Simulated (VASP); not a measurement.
# Sc (Fm-3m) in VASP: a series of runs

Runs on Sc. Level: PBE. Tasks: single point.

Program: VASP 6.6.1. These are calculated values, not measurements. Logs are shortened: lines on timing, memory, paths and dates and some standing lists are left out, and cuts for length are marked.

## (1) The cell of the first run

The structure is cubic, space group Fm-3m (No. 225). The conventional cell has a = 4.541 Å, b = 4.541 Å, c = 4.541 Å, α = 90.00°, β = 90.00°, γ = 90.00°. Sc (site symmetry m-3m) has 12 Sc at 3.21 Å within 4.2 Å.

## (2) Single point, PBE

The input, INCAR:

```
SYSTEM = Sc
PREC = Accurate ; ENCUT = 520
EDIFF = 1E-6 ; ISMEAR = 1
SIGMA = 0.15 ; LREAL = .FALSE.
LASPH = .TRUE. ; NELM = 60
ALGO = Normal ; ISIF = 2
LWAVE = .FALSE. ; LCHARG = .TRUE.
GGA = PE ; LELF = .TRUE.
LVHAR = .TRUE. ; NBANDS = 12
```

The input, KPOINTS:

```
regular mesh
0
G
  12 12 12
  0 0 0
```

The input, POSCAR:

```
Sc
1.0
    0.0000000000      2.2705000000      2.2705000000
    2.2705000000      0.0000000000      2.2705000000
    2.2705000000      2.2705000000      0.0000000000
Sc
1
Direct
    0.0000000000      0.0000000000      0.0000000000
```

Potentials or basis: VASP PAW PBE potentials, release 64 (Sc_sv).

Run with:

```sh
$ cat potpaw_PBE.64/Sc_sv/POTCAR > POTCAR
$ mpirun -np 1 vasp_std > vasp.out
```

OUTCAR:

```text
SYSTEM = Sc
   PREC = Accurate
   ENCUT = 520
   EDIFF = 1E-6
   ISMEAR = 1
   LREAL = .FALSE.
   LASPH = .TRUE.
   NELM = 60
   ISIF = 2
   GGA = PE

 ion  position               nearest neighbor table
   1  0.000  0.000  0.000-

  LATTYP: Found a face centered cubic cell.
 ALAT       =     4.5410000000

  Lattice vectors:

 A1 = (   0.0000000000,   2.2705000000,   2.2705000000)
 A2 = (   2.2705000000,   0.0000000000,   2.2705000000)
 A3 = (   2.2705000000,   2.2705000000,   0.0000000000)

Analysis of symmetry for initial positions (statically):
=====================================================================
 Subroutine PRICEL returns:
 Original cell was already a primitive cell.

 Routine SETGRP: Setting up the symmetry group for a
 face centered cubic supercell.

 Subroutine GETGRP returns: Found 48 space group operations
 (whereof 48 operations were pure point group operations)
 out of a pool of 48 trial point group operations.

The static configuration has the point symmetry O_h .

Analysis of symmetry for dynamics (positions and initial velocities):
=====================================================================
 Subroutine PRICEL returns:
 Original cell was already a primitive cell.

 Routine SETGRP: Setting up the symmetry group for a
 face centered cubic supercell.

 Subroutine GETGRP returns: Found 48 space group operations
 (whereof 48 operations were pure point group operations)
 out of a pool of 48 trial point group operations.

The dynamic configuration has the point symmetry O_h .

 Subroutine INISYM returns: Found 48 space group operations
 (whereof 48 operations are pure point group operations),
 and found     1 'primitive' translations

----------------------------------------------------------------------------------------

                                     Primitive cell

  volume of cell :      23.4096

  direct lattice vectors                    reciprocal lattice vectors
     0.000000000  2.270500000  2.270500000    -0.220215811  0.220215811  0.220215811
     2.270500000  0.000000000  2.270500000     0.220215811 -0.220215811  0.220215811
     2.270500000  2.270500000  0.000000000     0.220215811  0.220215811 -0.220215811

  length of vectors
     3.210971893  3.210971893  3.210971893     0.381424974  0.381424974  0.381424974

  position of ions in fractional coordinates (direct lattice)
     0.000000000  0.000000000  0.000000000

  ion indices of the primitive-cell ions
   primitive index   ion index
                 1           1

----------------------------------------------------------------------------------------

 KPOINTS: regular mesh

Automatic generation of k-mesh.
 Grid dimensions read from file:
 generate k-points for:   12   12   12

 Generating k-lattice:

  Cartesian coordinates                     Fractional coordinates (reciprocal lattice)
    -0.018351318  0.018351318  0.018351318     0.083333333  0.000000000  0.000000000
     0.018351318 -0.018351318  0.018351318     0.000000000  0.083333333  0.000000000
     0.018351318  0.018351318 -0.018351318     0.000000000  0.000000000  0.083333333

  Length of vectors
     0.031785415  0.031785415  0.031785415

  Shift w.r.t. Gamma in fractional coordinates (k-lattice)
     0.000000000  0.000000000  0.000000000

 Subroutine IBZKPT returns following result:
 ===========================================

 Found     72 irreducible k-points:

 Following reciprocal coordinates:
            Coordinates               Weight
  0.000000  0.000000  0.000000      1.000000
  0.083333  0.000000  0.000000      8.000000
  0.166667  0.000000  0.000000      8.000000
  0.250000  0.000000  0.000000      8.000000
  0.333333  0.000000  0.000000      8.000000
  0.416667  0.000000  0.000000      8.000000
[... 16 lines left out ...]
  0.500000  0.166667  0.000000     24.000000
 -0.416667  0.166667  0.000000     24.000000
 [... further k-points ...]
   k-points           NKPTS =     72   k-points in BZ     NKDIM =     72   number of bands    NBANDS=     12
   number of dos      NEDOS =    301   number of ions     NIONS =      1
   total plane-waves  NPLWV =  13824
   dimension x,y,z NGX =    24 NGY =   24 NGZ =   24
   dimension x,y,z NGXF=    48 NGYF=   48 NGZF=   48
   ions per type =               1
   NGX,Y,Z   is equivalent  to a cutoff of  12.43, 12.43, 12.43 a.u.
   NGXF,Y,Z  is equivalent  to a cutoff of  24.85, 24.85, 24.85 a.u.
 SYSTEM =  Sc
   PREC   = accura    normal or accurate (medium, high low for compatibility)
   ISTART =      0    job   : 0-new  1-cont  2-samecut
   ICHARG =      2    charge: 1-file 2-atom 10-const
   ISPIN  =      1    spin polarized calculation?
   LNONCOLLINEAR =      F non collinear calculations
   LSORBIT =      F    spin-orbit coupling
   LASPH  =      T    aspherical Exc in radial PAW
   ENCUT  =  520.0 eV  38.22 Ry    6.18 a.u.   5.97  5.97  5.97*2*pi/ulx,y,z
   NELM   =     60;   NELMIN=  2; NELMDL= -5     # of ELM steps
   EDIFF  = 0.1E-05   stopping-criterion for ELM
   LREAL  =      F    real-space projection
   EDIFFG = 0.1E-04   stopping-criterion for IOM
   NSW    =      0    number of steps for IOM
   IBRION =     -1    ionic relax: 0-MD 1-quasi-New 2-CG
   NFREE  =      0    steps in history (QN), initial steepest desc. (CG)
   ISIF   =      2    stress and relaxation
   ISYM   =      2    0-nonsym 1-usesym 2-fastsym
   POTIM  = 0.5000    time-step for ionic-motion
   TEBEG  =    0.0;   TEEND  =   0.0 temperature during run
   PSTRESS=    0.0 pullay stress
   NELECT =      11.0000    total number of electrons
   NUPDOWN=      -1.0000    fix difference up-down
   EMIN   =  10.00;   EMAX   =-10.00  energy-range for DOS
   EFERMI =   0.00;   METHOD = LEGACY
   ISMEAR =     1;   SIGMA  =   0.15  broadening in eV -4-tet -1-fermi 0-gaus
   EFERMI_NEDOS =   21; number of points for ismear=-14 and -15
   IALGO  =     38    algorithm
   IMIX   =      4    mixing-type and parameters
     AMIX     =   0.40;   BMIX     =  1.00
     AMIX_MAG =   1.60;   BMIX_MAG =  1.00
  volume/ion in A,a.u.               =      23.41       157.98
  Fermi-wavevector in a.u.,A,eV,Ry     =   1.272744  2.405136 22.039751  1.619876
  Thomas-Fermi vector in A             =   2.405605
   LORBIT       =      0    0 simple, 1 ext, 2 COOP (PROOUT), +10 PAW based schemes
   GGA     = PE    functional components
   LHFCALC =     F    Hartree Fock is set to
   AEXX    =    0.0000 exact exchange contribution
   IVDW    =     0    specifies the selected vdW correction
   LEPSILON=     F    determine dielectric tensor
   LRPA    =     F    only Hartree local field effects (RPA)
 non-spin polarized calculation
 Methfessel and Paxton  Order N= 1 SIGMA  =   0.15
  energy-cutoff  :      520.00
  volume of cell :       23.41
 maximum number of plane-waves:       648
   NGX = 11   NGY = 11   NGZ = 11

 number of electron      10.9999998 magnetization

 Free energy of the ion-electron system (eV)
  ---------------------------------------------------
  ext. energy  EPLUGINS =         0.00000000
  ---------------------------------------------------
  free energy    TOTEN  =        -6.18994695 eV

  energy without entropy =       -6.19003330  energy(sigma->0) =       -6.18997574

 E-fermi :   4.0526     XC(G=0): -10.0828

 val. band max:        4.0307783209   @ k =  -0.4167   0.1667   0.0833
 cond. band min:       4.0804119391   @ k =   0.5000   0.3333   0.1667
 fundamental gap:      0.0496336182
 Fermi energy:         4.0526330530

 k-point     1 :       0.0000    0.0000    0.0000
  band No.  band energies     occupation
      1     -45.2492      2.00000
      2     -23.6343      2.00000
      3     -23.6343      2.00000
      4     -23.6343      2.00000
      5      -1.2361      2.00000
      6       5.7018     -0.00000
      7       5.7018     -0.00000
      8       5.7018     -0.00000
      9       7.1766      0.00000
     10       7.1766      0.00000
     11      16.8371      0.00000
     12      20.4411      0.00000

 k-point     2 :       0.0833    0.0000    0.0000
  band No.  band energies     occupation
      1     -45.2443      2.00000
      2     -23.6669      2.00000
      3     -23.6384      2.00000
      4     -23.6384      2.00000
      5      -1.0520      2.00000
      6       5.5632     -0.00000
      7       5.7699     -0.00000
      8       5.7699     -0.00000
      9       7.1285      0.00000
     10       7.1285      0.00000
     11      17.0098      0.00000
     12      19.1134      0.00000

 k-point     3 :       0.1667    0.0000    0.0000
  band No.  band energies     occupation
      1     -45.2308      2.00000
      2     -23.7550      2.00000
      3     -23.6497      2.00000
      4     -23.6497      2.00000
      5      -0.5233      2.00000
      6       5.2167     -0.00000
      7       5.9055     -0.00000
      8       5.9055     -0.00000
      9       7.0713      0.00000
     10       7.0713      0.00000
     11      16.7135      0.00000
     12      17.7308      0.00000

 k-point     4 :       0.2500    0.0000    0.0000
  band No.  band energies     occupation
      1     -45.2124      2.00000
      2     -23.8735      2.00000
      3     -23.6650      2.00000
      4     -23.6650      2.00000
      5       0.2737      2.00000
      6       4.8117     -0.00000
      7       5.9186     -0.00000
      8       5.9186     -0.00000
      9       7.2232      0.00000
     10       7.2232      0.00000
     11      14.9113      0.00000
     12      17.4904      0.00000

 k-point     5 :       0.3333    0.0000    0.0000
  band No.  band energies     occupation
      1     -45.1939      2.00000
      2     -23.9898      2.00000
      3     -23.6802      2.00000
      4     -23.6802      2.00000
      5       1.1860      2.00000
      6       4.4943     -0.00025
      7       5.7788     -0.00000
      8       5.7788     -0.00000
      9       7.6030      0.00000
     10       7.6030      0.00000
     11      13.1538      0.00000
     12      16.9118      0.00000

 k-point     6 :       0.4167    0.0000    0.0000
  band No.  band energies     occupation
      1     -45.1803      2.00000
      2     -24.0737      2.00000
      3     -23.6913      2.00000
      4     -23.6913      2.00000
      5       1.9402      2.00000
      6       4.3680     -0.01132
      7       5.6368     -0.00000
      8       5.6368     -0.00000
      9       7.9773      0.00000
     10       7.9773      0.00000
     11      11.7913      0.00000
     12      16.3858      0.00000

 k-point     7 :       0.5000    0.0000    0.0000
  band No.  band energies     occupation
      1     -45.1753      2.00000
      2     -24.1042      2.00000
      3     -23.6953      2.00000
      4     -23.6953      2.00000
      5       2.2266      2.00000
      6       4.3756     -0.00945
      7       5.5815     -0.00000
      8       5.5815     -0.00000
      9       8.1320      0.00000
     10       8.1320      0.00000
     11      11.2457      0.00000
     12      16.1890      0.00000

 k-point     8 :       0.0833    0.0833    0.0000
  band No.  band energies     occupation
      1     -45.2427      2.00000
      2     -23.6662      2.00000
      3     -23.6455      2.00000
      4     -23.6455      2.00000
      5      -0.9911      2.00000
      6       5.4942     -0.00000
      7       5.8116     -0.00000
      8       5.8116     -0.00000
      9       6.9755     -0.00000
     10       7.2354      0.00000
     11      17.0928      0.00000
     12      19.4158      0.00000
[... 166 lines left out ...]
 k-point    20 :       0.2500    0.1667    0.0000
  band No.  band energies     occupation
      1     -45.2109      2.00000
      2     -23.8272      2.00000
      3     -23.6954      2.00000
      4     -23.6927      2.00000
      5       0.2913      2.00000
      6       4.6615     -0.00000
      7       5.9404     -0.00000
      8       6.3195     -0.00000
      9       6.6050     -0.00000
     10       7.5360      0.00000
     11      16.5314      0.00000
     12      17.8217      0.00000

 k-point    21 :       0.3333    0.1667    0.0000
  band No.  band energies     occupation
      1     -45.1940      2.00000
      2     -23.9226      2.00000
      3     -23.7140      2.00000
      4     -23.7121      2.00000
      5       1.0937      2.00000
      6       4.3648     -0.01218
      7       5.5282     -0.00000
      8       6.3269     -0.00000
      9       7.1742      0.00000
     10       7.8082      0.00000
     11      14.5609      0.00000
     12      17.3246      0.00000

 k-point    22 :       0.4167    0.1667    0.0000
  band No.  band energies     occupation
      1     -45.1788      2.00000
      2     -24.0060      2.00000
      3     -23.7403      2.00000
      4     -23.7217      2.00000
      5       1.9571      2.00000
      6       4.1242      0.28530
      7       5.2510     -0.00000
      8       6.2005     -0.00000
      9       7.8808      0.00000
     10       8.0957      0.00000
     11      12.7144      0.00000
     12      16.6558      0.00000

 k-point    23 :       0.5000    0.1667    0.0000
  band No.  band energies     occupation
      1     -45.1693      2.00000
      2     -24.0555      2.00000
      3     -23.7650      2.00000
      4     -23.7218      2.00000
      5       2.6249      2.00000
      6       3.9511      1.90306
      7       5.1742     -0.00000
      8       6.0691     -0.00000
      9       8.1682      0.00000
     10       8.5918      0.00000
     11      11.3689      0.00000
     12      16.0930      0.00000

 k-point    24 :      -0.4167    0.1667    0.0000
  band No.  band energies     occupation
      1     -45.1681      2.00000
      2     -24.0596      2.00000
      3     -23.7804      2.00000
      4     -23.7122      2.00000
      5       2.7528      2.00000
      6       3.9890      1.65132
      7       5.1366     -0.00000
      8       6.0121     -0.00000
      9       7.9247      0.00000
     10       8.9102      0.00000
     11      11.2061      0.00000
     12      15.7221      0.00000

 [... further k-points ...]
[... 5 lines left out ...]
  --------------------------------------------------------------------------------------
  -------------------------------------------------------------------------------------
  Total        0.4235475      0.4235475      0.4235475      0.0000000      0.0000000      0.0000000
  in kB       28.9879951     28.9879951     28.9879951      0.0000000      0.0000000      0.0000000
  external PRESSURE =      28.9879951 kB  Pullay stress =       0.0000000 kB

 VOLUME and BASIS-vectors are now :
 -----------------------------------------------------------------------------
  energy-cutoff  :      520.00
  volume of cell :       23.41
      direct lattice vectors                 reciprocal lattice vectors
     0.000000000  2.270500000  2.270500000    -0.220215811  0.220215811  0.220215811
     2.270500000  0.000000000  2.270500000     0.220215811 -0.220215811  0.220215811
     2.270500000  2.270500000  0.000000000     0.220215811  0.220215811 -0.220215811

 POSITION                                       TOTAL-FORCE (eV/Angst)
 -----------------------------------------------------------------------------------
      0.00000      0.00000      0.00000         0.000000      0.000000      0.000000
 -----------------------------------------------------------------------------------
    total drift:                               -0.000000      0.000000      0.000000

  FREE ENERGIE OF THE ION-ELECTRON SYSTEM (eV)
  ---------------------------------------------------
  free  energy   TOTEN  =        -6.1899469544 eV

  energy  without entropy=       -6.1900332984  energy(sigma->0) =       -6.18997574
```

It took 11 s on 1 thread of Intel Xeon Platinum 8259CL at 2.50GHz (Skylake/Cascade Lake), shared host; peak memory 0.15 GiB.

Results:

```yaml
Free_energy: -6.1899 eV
Pressure: 2.9 GPa
```

Levels at points of the mesh, in eV from the Fermi level:
| k point | band 1 | band 2 | band 3 | band 4 | band 5 | band 6 | band 7 | band 8 | band 9 | band 10 |
| --- | --- | --- | --- | --- | --- | --- | --- | --- | --- | --- |
| (0.00, 0.00, 0.00) | -49.30 | -27.69 | -27.69 | -27.69 | -5.29 | 1.65 | 1.65 | 1.65 | 3.12 | 3.12 |
| (0.50, 0.00, 0.00) | -49.23 | -28.16 | -27.75 | -27.75 | -1.83 | 0.32 | 1.53 | 1.53 | 4.08 | 4.08 |
| (0.50, 0.50, 0.00) | -49.20 | -28.13 | -27.85 | -27.85 | -1.63 | -0.70 | 2.10 | 4.08 | 4.33 | 4.33 |

[end of part 1 of 2]
